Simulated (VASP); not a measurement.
# Li6I2BrN (P1) in VASP: single point with PBE

Aim: the single point of Li6I2BrN with PBE.

Program: VASP 6.6.1. These are calculated values, not measurements. Logs are shortened: lines on timing, memory, paths and dates and some standing lists are left out, and cuts for length are marked.

## (1) The cell of the first run

The typed cell holds 10 atoms: a = 6.535 Å, b = 6.530 Å, c = 6.520 Å, α = 60.08°, β = 59.97°, γ = 59.86°.

## (2) Single point, PBE

The input, POSCAR:

```
Li6I2BrN
1.0
    0.0024290000      4.6154060000      4.6267170000
    4.6071970000      0.0014690000      4.6276760000
    4.6060350000      4.6152040000      0.0026310000
Br I N Li
1 2 1 6
Direct
    0.9880160000      0.0031080000      0.9996930000
    0.7638020000      0.7414610000      0.7448440000
    0.2483370000      0.2519930000      0.2454730000
    0.4867260000      0.4971250000      0.5152270000
    0.6717770000      0.3202690000      0.6829860000
    0.6900030000      0.3119430000      0.3149030000
    0.3139370000      0.6844130000      0.3212310000
    0.3210720000      0.6876440000      0.6738990000
    0.6909530000      0.6702940000      0.3188040000
    0.3130960000      0.3198480000      0.6885140000
```

The input, INCAR.step1:

```
ALGO = Normal
EDIFF = 1E-6
ENCUT = 520
GGA = PE
ISIF = 2
ISMEAR = -1
LASPH = True
LCHARG = True
LREAL = False
LWAVE = False
NBANDS = 33
NELECT = 43.0
NELM = 80
PREC = Accurate
SIGMA = 0.0176
```

The input, KPOINTS.step1:

```
Automatic mesh
0
Gamma
  4 4 4
  0.5 0 0.5
```

The input, INCAR.step2:

```
ALGO = Normal
EDIFF = 1E-6
ENCUT = 520
GGA = PE
ICHARG = 11
ISIF = 2
ISMEAR = -5
LASPH = True
LCHARG = False
LORBIT = 10
LREAL = False
LWAVE = False
NBANDS = 33
NEDOS = 2001
NELECT = 43.0
NELM = 80
PREC = Accurate
SIGMA = 0.0176
```

The input, KPOINTS.step2:

```
k-points
0
Gamma
  6 6 6
```

Potentials or basis: VASP PAW PBE potentials, release 64 (Br, I, N, Li_sv).

The run is started by

```bash
> cat potpaw_PBE.64/Br/POTCAR potpaw_PBE.64/I/POTCAR potpaw_PBE.64/N/POTCAR potpaw_PBE.64/Li_sv/POTCAR > POTCAR
> cp INCAR.step1 INCAR
> cp KPOINTS.step1 KPOINTS
> mpirun -np 1 vasp_std > vasp.out
> cp INCAR.step2 INCAR
> cp KPOINTS.step2 KPOINTS
> mpirun -np 1 vasp_std > vasp.out
```

OUTCAR:

```text
EDIFF = 1E-6
   ENCUT = 520
   GGA = PE
   ICHARG = 11
   ISIF = 2
   ISMEAR = -5
   LASPH = True
   LORBIT = 10
   LREAL = False
   NELECT = 43.0
   NELM = 80
   PREC = Accurate

 ion  position               nearest neighbor table
   1  0.988  0.003  1.000-
   2  0.764  0.741  0.745-
   3  0.248  0.252  0.245-
   4  0.487  0.497  0.515-   8 1.61  10 1.62   5 1.63   7 1.69   9 1.75   6 1.78
   5  0.672  0.320  0.683-   4 1.63  10 2.33   9 2.34   8 2.34   6 2.37
   6  0.690  0.312  0.315-   4 1.78   9 2.36   5 2.37   7 2.44  10 2.45
   7  0.314  0.684  0.321-   4 1.69   8 2.33  10 2.39   9 2.41   6 2.44
   8  0.321  0.688  0.674-   4 1.61   7 2.33   5 2.34   9 2.37  10 2.38
   9  0.691  0.670  0.319-   4 1.75   5 2.34   6 2.36   8 2.37   7 2.41
  10  0.313  0.320  0.689-   4 1.62   5 2.33   8 2.38   7 2.39   6 2.45

  Warning from LATTYP: Got some problem with cell dimensions!
  Tried to take original basis but could not verify dimensions!
  LATTYP: Found a triclinic cell.
 ALAT       =     6.5186121141
 B/A-ratio  =     1.4130007470
 C/A-ratio  =     1.0021778980
 COS(alpha) =     0.0003566628
 COS(beta)  =     0.5001137702
 COS(gamma) =     0.7063057635

  Lattice vectors:

 A1 = (   4.6047680000,  -4.6139370000,   0.0009590000)
 A2 = (   9.2108030000,   0.0012670000,   0.0035900000)
 A3 = (   0.0011620000,  -4.6137350000,   4.6250450000)

Analysis of symmetry for initial positions (statically):
=====================================================================
 Subroutine PRICEL returns:
 Original cell was already a primitive cell.

 Routine SETGRP: Setting up the symmetry group for a
 triclinic supercell.

 Subroutine GETGRP returns: Found  1 space group operations
 (whereof  1 operations were pure point group operations)
 out of a pool of  2 trial point group operations.

The static configuration has the point symmetry C_1 .

Analysis of symmetry for dynamics (positions and initial velocities):
=====================================================================
 Subroutine PRICEL returns:
 Original cell was already a primitive cell.

 Routine SETGRP: Setting up the symmetry group for a
 triclinic supercell.

 Subroutine GETGRP returns: Found  1 space group operations
 (whereof  1 operations were pure point group operations)
 out of a pool of  2 trial point group operations.

The dynamic configuration has the point symmetry C_1 .

 Subroutine INISYM returns: Found  1 space group operations
 (whereof  1 operations are pure point group operations),
 and found     1 'primitive' translations

----------------------------------------------------------------------------------------

                                     Primitive cell

  volume of cell :     196.6179

  direct lattice vectors                    reciprocal lattice vectors
     0.002429000  4.615406000  4.626717000    -0.108625208  0.108347772  0.108110112
     4.607197000  0.001469000  4.627676000     0.108540957 -0.108386924  0.108064966
     4.606035000  4.615204000  0.002631000     0.108595414  0.108357130 -0.108149240

  length of vectors
     6.535173192  6.530057543  6.520404382     0.187687165  0.187635022  0.187697869

  position of ions in fractional coordinates (direct lattice)
     0.988016000  0.003108000  0.999693000
     0.763802000  0.741461000  0.744844000
     0.248337000  0.251993000  0.245473000
     0.486726000  0.497125000  0.515227000
     0.671777000  0.320269000  0.682986000
     0.690003000  0.311943000  0.314903000
     0.313937000  0.684413000  0.321231000
     0.321072000  0.687644000  0.673899000
     0.690953000  0.670294000  0.318804000
     0.313096000  0.319848000  0.688514000

  ion indices of the primitive-cell ions
   primitive index   ion index
                 1           1
                 2           2
                 3           3
                 4           4
                 5           5
                 6           6
                 7           7
                 8           8
                 9           9
                10          10

----------------------------------------------------------------------------------------

 KPOINTS: k-points

Automatic generation of k-mesh.
 Grid dimensions read from file:
 generate k-points for:    6    6    6

 Generating k-lattice:

  Cartesian coordinates                     Fractional coordinates (reciprocal lattice)
    -0.018104201  0.018057962  0.018018352     0.166666667 -0.000000000 -0.000000000
     0.018090160 -0.018064487  0.018010828    -0.000000000  0.166666667 -0.000000000
     0.018099236  0.018059522 -0.018024873     0.000000000  0.000000000  0.166666667

  Length of vectors
     0.031281194  0.031272504  0.031282978

  Shift w.r.t. Gamma in fractional coordinates (k-lattice)
     0.000000000  0.000000000  0.000000000

 TETIRR: Found    648 inequivalent tetrahedra from     1296

 Subroutine IBZKPT returns following result:
 ===========================================

 Found    112 irreducible k-points:

 Following reciprocal coordinates:
            Coordinates               Weight
  0.000000  0.000000  0.000000      1.000000
  0.166667  0.000000 -0.000000      2.000000
  0.333333  0.000000 -0.000000      2.000000
  0.500000  0.000000 -0.000000      1.000000
  0.000000  0.166667 -0.000000      2.000000
  0.166667  0.166667 -0.000000      2.000000
[... 16 lines left out ...]
  0.333333  0.000000  0.166667      2.000000
  0.500000  0.000000  0.166667      2.000000
 [... further k-points ...]
   k-points           NKPTS =    112   k-points in BZ     NKDIM =    112   number of bands    NBANDS=     33
   number of dos      NEDOS =   2001   number of ions     NIONS =     10
   total plane-waves  NPLWV = 120000
   dimension x,y,z NGX =    50 NGY =   50 NGZ =   48
   dimension x,y,z NGXF=   100 NGYF=  100 NGZF=   96
   ions per type =               1   2   1   6
   NGX,Y,Z   is equivalent  to a cutoff of  12.72, 12.73, 12.24 a.u.
   NGXF,Y,Z  is equivalent  to a cutoff of  25.44, 25.46, 24.48 a.u.
 SYSTEM =  unknown system
   PREC   = accura    normal or accurate (medium, high low for compatibility)
   ISTART =      0    job   : 0-new  1-cont  2-samecut
   ICHARG =     11    charge: 1-file 2-atom 10-const
   ISPIN  =      1    spin polarized calculation?
   LNONCOLLINEAR =      F non collinear calculations
   LSORBIT =      F    spin-orbit coupling
   LASPH  =      T    aspherical Exc in radial PAW
   ENCUT  =  520.0 eV  38.22 Ry    6.18 a.u.  12.15 12.14 12.12*2*pi/ulx,y,z
   NELM   =     80;   NELMIN=  2; NELMDL=  0     # of ELM steps
   EDIFF  = 0.1E-05   stopping-criterion for ELM
   LREAL  =      F    real-space projection
   EDIFFG = 0.1E-04   stopping-criterion for IOM
   NSW    =      0    number of steps for IOM
   IBRION =     -1    ionic relax: 0-MD 1-quasi-New 2-CG
   NFREE  =      0    steps in history (QN), initial steepest desc. (CG)
   ISIF   =      2    stress and relaxation
   ISYM   =      2    0-nonsym 1-usesym 2-fastsym
   POTIM  = 0.5000    time-step for ionic-motion
   TEBEG  =    0.0;   TEEND  =   0.0 temperature during run
   PSTRESS=    0.0 pullay stress
   NELECT =      43.0000    total number of electrons
   NUPDOWN=      -1.0000    fix difference up-down
   EMIN   =  10.00;   EMAX   =-10.00  energy-range for DOS
   EFERMI =   0.00;   METHOD = LEGACY
   ISMEAR =    -5;   SIGMA  =   0.02  broadening in eV -4-tet -1-fermi 0-gaus
   EFERMI_NEDOS =   21; number of points for ismear=-14 and -15
   IALGO  =     38    algorithm
   IMIX   =      4    mixing-type and parameters
     AMIX     =   0.40;   BMIX     =  1.00
     AMIX_MAG =   1.60;   BMIX_MAG =  1.00
  volume/ion in A,a.u.               =      19.66       132.68
  Fermi-wavevector in a.u.,A,eV,Ry     =   0.986332  1.863898 13.236448  0.972851
  Thomas-Fermi vector in A             =   2.117705
   LORBIT       =     10    0 simple, 1 ext, 2 COOP (PROOUT), +10 PAW based schemes
   GGA     = PE    functional components
   LHFCALC =     F    Hartree Fock is set to
   AEXX    =    0.0000 exact exchange contribution
   IVDW    =     0    specifies the selected vdW correction
   LEPSILON=     F    determine dielectric tensor
   LRPA    =     F    only Hartree local field effects (RPA)
 non-spin polarized calculation
 Fermi weights with tetrahedron method with Bloechl corrections
  energy-cutoff  :      520.00
  volume of cell :      196.62
 maximum number of plane-waves:      5340
 NGX is ok and might be reduce to    50

 number of electron      43.0000007 magnetization

 Free energy of the ion-electron system (eV)
  ---------------------------------------------------
  ext. energy  EPLUGINS =         0.00000000
  ---------------------------------------------------
  free energy    TOTEN  =       -33.32488319 eV

  energy without entropy =      -33.32488319  energy(sigma->0) =      -33.32488319

 E-fermi :   1.1583     XC(G=0):  -8.0505

 val. band max:        1.2419979901   @ k =   0.0000   0.0000   0.0000
 cond. band min:       1.1524014511   @ k =   0.1667   0.0000   0.1667
 fundamental gap:     -0.0895965391
 Fermi energy:         1.1583421266

 k-point     1 :       0.0000    0.0000    0.0000
  band No.  band energies     occupation
      1     -42.8308      2.00000
      2     -42.7704      2.00000
      3     -42.6356      2.00000
      4     -42.5061      2.00000
      5     -42.4171      2.00000
      6     -42.3848      2.00000
[... 853 lines left out ...]
     32       8.9674      0.00000
     33       9.3486      0.00000

 [... further k-points ...]

------------------------ aborting loop because EDIFF is reached ----------------------------------------

  FORCE on cell =-STRESS in cart. coord.  units (eV):
  Direction    XX          YY          ZZ          XY          YZ          ZX
  --------------------------------------------------------------------------------------
  -------------------------------------------------------------------------------------
  Total        0.6010068      1.9981644      0.7471752     -0.0684875     -0.0083835      0.2914403
  in kB        4.8974141     16.2824087      6.0884942     -0.5580827     -0.0683146      2.3748551
  external PRESSURE =       9.0894390 kB  Pullay stress =       0.0000000 kB

 VOLUME and BASIS-vectors are now :
 -----------------------------------------------------------------------------
  energy-cutoff  :      520.00
  volume of cell :      196.62
      direct lattice vectors                 reciprocal lattice vectors
     0.002429000  4.615406000  4.626717000    -0.108625208  0.108347772  0.108110112
     4.607197000  0.001469000  4.627676000     0.108540957 -0.108386924  0.108064966
     4.606035000  4.615204000  0.002631000     0.108595414  0.108357130 -0.108149240

 POSITION                                       TOTAL-FORCE (eV/Angst)
 -----------------------------------------------------------------------------------
      4.62134      9.17389      4.58828        -0.030025      0.051279      0.031816
      6.84869      6.96395      6.96710         0.089329     -0.066350     -0.083349
      2.29224      2.27945      2.31577         0.041064     -0.012170     -0.090782
      4.66469      4.62505      4.55383        -2.027605     -0.843155      1.541356
      4.62303      6.25311      4.59202        -0.026223      4.358912     -0.018413
      2.88931      4.63844      4.63685        -2.457899     -0.049323     -0.098124
      4.63359      2.93250      4.62058        -0.075014     -3.280138      0.010019
      6.27289      4.59307      4.66948         4.539675     -0.065192      0.141918
      4.55828      4.66136      6.29959        -0.060106     -0.011050      2.832366
      4.64568      4.62317      2.93057         0.006804     -0.082813     -4.266806
 -----------------------------------------------------------------------------------
    total drift:                                0.001112     -0.000595     -0.001413

  FREE ENERGIE OF THE ION-ELECTRON SYSTEM (eV)
  ---------------------------------------------------
  free  energy   TOTEN  =       -33.3248831899 eV

  energy  without entropy=      -33.3248831899  energy(sigma->0) =      -33.32488319

 total charge

# of ion       s       p       d       tot
------------------------------------------
    1        1.608   3.192   0.004   4.804
    2        1.505   2.728   0.006   4.239
    3        1.505   2.729   0.006   4.240
    4        1.277   2.588   0.000   3.866
    5        2.044   0.099   0.000   2.144
    6        2.031   0.068   0.000   2.099
    7        2.036   0.081   0.000   2.117
    8        2.045   0.103   0.000   2.148
    9        2.034   0.074   0.000   2.108
   10        2.043   0.098   0.000   2.142
--------------------------------------------------
tot         18.129  11.761   0.015  29.905
```

Run time: 20 min. Hardware: 1 thread of Oxide Virtual Turin-like, shared host; peak memory 0.75 GiB.

Results:

| Property | Result |
| --- | --- |
| Valence electrons inside the program's atomic spheres | Br 4.80; I 4.24; N 3.87; Li 2.14, 2.10, 2.12, 2.15, 2.11 (each value once) |

Caveat: the cell carries a net charge on a neutralising background, which shifts energy and pressure; the cell is charged against a uniform background, so pressure and absolute levels hang on convention; the cutoff is under 1.25 times the usual one of these potentials, so pressure, stress and relaxed cells hold a basis-set (Pulay) error; spin-orbit coupling is left out, which moves the levels of the heavy elements; an odd number of electrons without spin polarisation forces a metal; a magnetic or distorted state may lie lower; tetrahedron occupations give inexact forces and stress in metals.
